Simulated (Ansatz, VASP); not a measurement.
# LiNbO3: VASP beside Ansatz

Contents of INCAR:

```
SYSTEM = LiNbO3
PREC = Accurate
ENCUT = 520
EDIFF = 1E-6
ISMEAR = 0
SIGMA = 0.01
LREAL = .False.
LASPH = .True.
NELM = 60
ALGO = Normal
ISIF = 2
LWAVE = .False.
LCHARG = .True.
GGA = PE
LELF = .True.
LVHAR = .True.
NBANDS = 25
```

Contents of KPOINTS:

```
regular mesh
0
Gamma
  6 6 6
  0 0 0
```

Contents of POSCAR:

```
LiNbO3
1.0
    4.0336130187      0.0000000000      0.0000000000
    0.0000000000      4.0336130187      0.0000000000
    0.0000000000      0.0000000000      4.0336130187
Li Nb O
1 1 3
Direct
    0.0000000000      0.0000000000      0.0000000000
    0.5000000000      0.5000000000      0.5000000000
    0.5000000000      0.5000000000      0.0000000000
    0.5000000000      0.0000000000      0.5000000000
    0.0000000000      0.5000000000      0.5000000000
```

Input for Ansatz:

```yaml
crystal:
  lattice:
    - [4.0336130187, 0.0, 0.0]
    - [0.0, 4.0336130187, 0.0]
    - [0.0, 0.0, 4.0336130187]
  atoms:
    - { symbol: Li, position: [0.0, 0.0, 0.0] }
    - { symbol: Nb, position: [0.5, 0.5, 0.5] }
    - { symbol: O, position: [0.5, 0.5, 0.0] }
    - { symbol: O, position: [0.5, 0.0, 0.5] }
    - { symbol: O, position: [0.0, 0.5, 0.5] }
kpoints:
  mp_grid: { grid: [6, 6, 6] }
hamiltonian:
  xc: pbe
scf:
  occupations: { method: fixed }
  n_extra_bands: 5
output:
  forces: true
  stress: true
  eigenvalues: true
```

Alike in both runs: task single point; functional PBE; k mesh 6 × 6 × 6; no spin polarisation.

|  | VASP | Ansatz |
| --- | --- | --- |
| version | VASP 6.6.1 | Ansatz 0.2.0 |
| potentials or method | VASP PAW PBE potentials, release 64 (Li_sv, Nb_sv, O) | plane waves, PAW |
| plane-wave cutoff (eV) | 520 | 420 |
| occupations | gaussian, width 0.01 eV | fixed |
| valence electrons in the cell | 34 | 34 |

```tsv
	VASP	Ansatz	Ansatz less VASP
gap on the k mesh at the Fermi level (eV)	1.55	1.57	+0.018
```

Noted on VASP's run: the cutoff is short for stress, so the pressure is rough.
